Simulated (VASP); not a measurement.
# Ti (Pm-3m) in VASP: notebook

Runs on Ti. Level: PBE. Tasks: single point.

All numbers are computed with VASP 6.6.1; they aren't measurements. Logs are shortened: lines on timing, memory, paths and dates and some standing lists are left out, and cuts for length are marked.

## Step 1: The cell of the first run

The structure is cubic, space group Pm-3m (No. 221). Conventional cell: a = 2.645 Å, b = 2.645 Å, c = 2.645 Å, α = 90.00°, β = 90.00°, γ = 90.00°. Ti (site symmetry m-3m) has 6 Ti at 2.65 Å within 3.5 Å.

## Step 2: Single point, PBE, collinear spin, ferromagnetic start

The input, INCAR:

```
SYSTEM = Ti
ALGO = Normal
EDIFF = 1E-7
ENCUT = 520
GGA = PE
ISIF = 2
ISMEAR = -1
ISPIN = 2
LASPH = .TRUE.
LCHARG = .FALSE.
LMAXMIX = 4
LORBIT = 11
LREAL = .FALSE.
LWAVE = .FALSE.
MAGMOM = 0.173
NBANDS = 16
NELM = 150
PREC = Accurate
SIGMA = 0.05
```

The input, KPOINTS:

```
k-points
0
G
  13 13 13
  0 0 0
```

The input, POSCAR:

```
Ti
1.0
    2.6450988874      0.0000000000      0.0000000000
    0.0000000000      2.6450988874      0.0000000000
    0.0000000000      0.0000000000      2.6450988874
Ti
1
Direct
    0.0000000000      0.0000000000      0.0000000000
```

Potentials or basis: VASP PAW PBE potentials, release 64 (Ti_sv).

Command:

```bash
$ cat potpaw_PBE.64/Ti_sv/POTCAR > POTCAR
$ mpirun -np 1 vasp_std > vasp.out
```

OUTCAR:

```text
SYSTEM = Ti
   EDIFF = 1E-7
   ENCUT = 520
   GGA = PE
   ISIF = 2
   ISMEAR = -1
   ISPIN = 2
   LASPH = .TRUE.
   LORBIT = 11
   LREAL = .FALSE.
   NELM = 150
   PREC = Accurate

 ion  position               nearest neighbor table
   1  0.000  0.000  0.000-

  LATTYP: Found a simple cubic cell.
 ALAT       =     2.6450988874

  Lattice vectors:

 A1 = (   2.6450988874,   0.0000000000,   0.0000000000)
 A2 = (   0.0000000000,   2.6450988874,   0.0000000000)
 A3 = (   0.0000000000,   0.0000000000,   2.6450988874)

Analysis of symmetry for initial positions (statically):
=====================================================================
 Subroutine PRICEL returns:
 Original cell was already a primitive cell.

 Routine SETGRP: Setting up the symmetry group for a
 simple cubic supercell.

 Subroutine GETGRP returns: Found 48 space group operations
 (whereof 48 operations were pure point group operations)
 out of a pool of 48 trial point group operations.

The static configuration has the point symmetry O_h .

Analysis of symmetry for dynamics (positions and initial velocities):
=====================================================================
 Subroutine PRICEL returns:
 Original cell was already a primitive cell.

 Routine SETGRP: Setting up the symmetry group for a
 simple cubic supercell.

 Subroutine GETGRP returns: Found 48 space group operations
 (whereof 48 operations were pure point group operations)
 out of a pool of 48 trial point group operations.

The dynamic configuration has the point symmetry O_h .

Analysis of structural, dynamic, and magnetic symmetry:
=====================================================================
 Subroutine PRICEL returns:
 Original cell was already a primitive cell.

 Routine SETGRP: Setting up the symmetry group for a
 simple cubic supercell.

 Subroutine GETGRP returns: Found 48 space group operations
 (whereof 48 operations were pure point group operations)
 out of a pool of 48 trial point group operations.

The overall configuration has the point symmetry O_h .

 Subroutine INISYM returns: Found 48 space group operations
 (whereof 48 operations are pure point group operations),
 and found     1 'primitive' translations

----------------------------------------------------------------------------------------

                                     Primitive cell

  volume of cell :      18.5066
[... 94 lines left out ...]
   ISYM   =      2    0-nonsym 1-usesym 2-fastsym
   POTIM  = 0.5000    time-step for ionic-motion
   TEBEG  =    0.0;   TEEND  =   0.0 temperature during run
   PSTRESS=    0.0 pullay stress
   NELECT =      12.0000    total number of electrons
   NUPDOWN=      -1.0000    fix difference up-down
   EMIN   =  10.00;   EMAX   =-10.00  energy-range for DOS
   EFERMI =   0.00;   METHOD = LEGACY
   ISMEAR =    -1;   SIGMA  =   0.05  broadening in eV -4-tet -1-fermi 0-gaus
   EFERMI_NEDOS =   21; number of points for ismear=-14 and -15
   IALGO  =     38    algorithm
   IMIX   =      4    mixing-type and parameters
     AMIX     =   0.40;   BMIX     =  1.00
     AMIX_MAG =   1.60;   BMIX_MAG =  1.00
  volume/ion in A,a.u.               =      18.51       124.89
  Fermi-wavevector in a.u.,A,eV,Ry     =   1.416968  2.677681 27.317749  2.007798
  Thomas-Fermi vector in A             =   2.538247
   LORBIT       =     11    0 simple, 1 ext, 2 COOP (PROOUT), +10 PAW based schemes
   GGA     = PE    functional components
   LHFCALC =     F    Hartree Fock is set to
   AEXX    =    0.0000 exact exchange contribution
   IVDW    =     0    specifies the selected vdW correction
   LEPSILON=     F    determine dielectric tensor
   LRPA    =     F    only Hartree local field effects (RPA)
 spin polarized calculation
  energy-cutoff  :      520.00
  volume of cell :       18.51
 maximum number of plane-waves:       511
 NGX is ok and might be reduce to    20
   NGX =  9   NGY =  9   NGZ =  9

 number of electron      11.9999993 magnetization       0.3875011

 Free energy of the ion-electron system (eV)
  ---------------------------------------------------
  ext. energy  EPLUGINS =         0.00000000
  ---------------------------------------------------
  free energy    TOTEN  =        -7.00996411 eV

  energy without entropy =       -6.99547836  energy(sigma->0) =       -7.00272124

 E-fermi :   7.4944     XC(G=0): -11.0932

 val. band max:        7.4902124695   @ k =   0.4615   0.1538   0.1538
 cond. band min:       7.5276523292   @ k =   0.3846   0.0769   0.0769
 fundamental gap:      0.0374398597
 Fermi energy:         7.4943852919

 spin component 1

 k-point     1 :       0.0000    0.0000    0.0000
  band No.  band energies     occupation
      1     -49.2215      1.00000
      2     -25.0156      1.00000
      3     -25.0156      1.00000
      4     -25.0156      1.00000
      5       1.6745      1.00000
      6       6.0002      1.00000
[... 435 lines left out ...]
      5       5.2775      1.00000
      6       6.7167      1.00000
[... 8 lines left out ...]
     15      29.8604      0.00000
     16      31.6291      0.00000

 [... further k-points ...]

 spin component 2

 k-point     1 :       0.0000    0.0000    0.0000
  band No.  band energies     occupation
      1     -48.9649      1.00000
      2     -24.7634      1.00000
      3     -24.7634      1.00000
      4     -24.7634      1.00000
      5       1.8993      1.00000
      6       6.4317      1.00000
[... 435 lines left out ...]
      5       5.4539      1.00000
      6       7.1053      0.99958
[... 8 lines left out ...]
     15      29.9885      0.00000
     16      32.0396      0.00000

 [... further k-points ...]
[... 5 lines left out ...]
  --------------------------------------------------------------------------------------
  -------------------------------------------------------------------------------------
  Total       -0.0388586     -0.0388586     -0.0388586      0.0000000     -0.0000000     -0.0000000
  in kB       -3.3641211     -3.3641211     -3.3641211      0.0000000     -0.0000000     -0.0000000
  external PRESSURE =      -3.3641211 kB  Pullay stress =       0.0000000 kB

 VOLUME and BASIS-vectors are now :
 -----------------------------------------------------------------------------
  energy-cutoff  :      520.00
  volume of cell :       18.51
      direct lattice vectors                 reciprocal lattice vectors
     2.645098887  0.000000000  0.000000000     0.378057699  0.000000000  0.000000000
     0.000000000  2.645098887  0.000000000     0.000000000  0.378057699  0.000000000
     0.000000000  0.000000000  2.645098887     0.000000000  0.000000000  0.378057699

 POSITION                                       TOTAL-FORCE (eV/Angst)
 -----------------------------------------------------------------------------------
      0.00000      0.00000      0.00000         0.000000      0.000000      0.000000
 -----------------------------------------------------------------------------------
    total drift:                               -0.000000      0.000000      0.000000

  FREE ENERGIE OF THE ION-ELECTRON SYSTEM (eV)
  ---------------------------------------------------
  free  energy   TOTEN  =        -7.0099641149 eV

  energy  without entropy=       -6.9954783619  energy(sigma->0) =       -7.00272124

 total charge

# of ion       s       p       d       tot
------------------------------------------
    1        2.248   6.066   2.048  10.362

 magnetization (x)

# of ion       s       p       d       tot
------------------------------------------
    1        0.013   0.017   0.270   0.300
```

stdout:

```text
POSCAR found type information on POSCAR Ti
 POSCAR found :  1 types and       1 ions
 scaLAPACK will be used
 LDA part: xc-table for (Slater+PW92), standard interpolation
 POSCAR, INCAR and KPOINTS ok, starting setup
 FFT: planning ... GRIDC
 FFT: planning ... GRID_SOFT
 FFT: planning ... GRID
 WAVECAR not read
 entering main loop
```

It took 24 s on 1 thread of Intel Xeon 6975P-C (Granite Rapids), shared host; peak memory 0.15 GiB.

Results:

```yaml
Free_energy: -7.0100 eV
Pressure: -0.3 GPa
Net_moment: 0.39 μB per cell
Site_moments: Ti +0.30 μB
Valence_electrons_inside_the_program's_atomic_spheres: Ti 10.36
```

## Step 3: Single point, PBE, collinear spin, ferromagnetic start (volume scaled by 1.04)

The input, INCAR:

```
SYSTEM = Ti
PREC = Accurate ; ENCUT = 520
EDIFF = 1E-6 ; ISMEAR = -1
SIGMA = 0.05 ; LREAL = .FALSE.
LASPH = .TRUE. ; NELM = 150
ALGO = Normal ; ISIF = 2
LWAVE = .FALSE. ; LCHARG = .FALSE.
ISPIN = 2 ; MAGMOM = 0.173
LORBIT = 11 ; LMAXMIX = 4
GGA = PE ; NBANDS = 16
```

The input, KPOINTS:

```
Automatic mesh
0
G
  13 13 13
  0 0 0
```

The input, POSCAR:

```
Ti
1.0
    2.6799068118      0.0000000000      0.0000000000
    0.0000000000      2.6799068118      0.0000000000
    0.0000000000      0.0000000000      2.6799068118
Ti
1
Direct
    0.0000000000      0.0000000000      0.0000000000
```

Potentials or basis: VASP PAW PBE potentials, release 64 (Ti_sv).

Command:

```bash
$ cat potpaw_PBE.64/Ti_sv/POTCAR > POTCAR
$ mpirun -np 1 vasp_std > vasp.out
```

Wall time 20 s (1 thread of Intel Xeon 6975P-C (Granite Rapids), shared host); peak memory 0.15 GiB.

The run converged. Its results:

* Free energy: -7.0019 eV
* Pressure: -3.2 GPa
* Net moment: 0.41 μB per cell
* Site moments: Ti +0.31 μB
* Valence electrons inside the program's atomic spheres: Ti 10.32

Levels at points of the mesh, in eV from the Fermi level:
Spin up:
```
           k point  band 3  band 4  band 5  band 6  band 7  band 8  band 9  band 10
(0.00, 0.00, 0.00)  -32.61  -32.61   -5.73   -1.43   -1.43    3.61    3.61     3.61
```
Spin down:
```
           k point  band 2  band 3  band 4  band 5  band 6  band 7  band 8  band 9  band 10  band 11
(0.00, 0.00, 0.00)  -32.35  -32.35  -32.35   -5.50   -0.98   -0.98    3.78    3.78     3.78    15.28
```
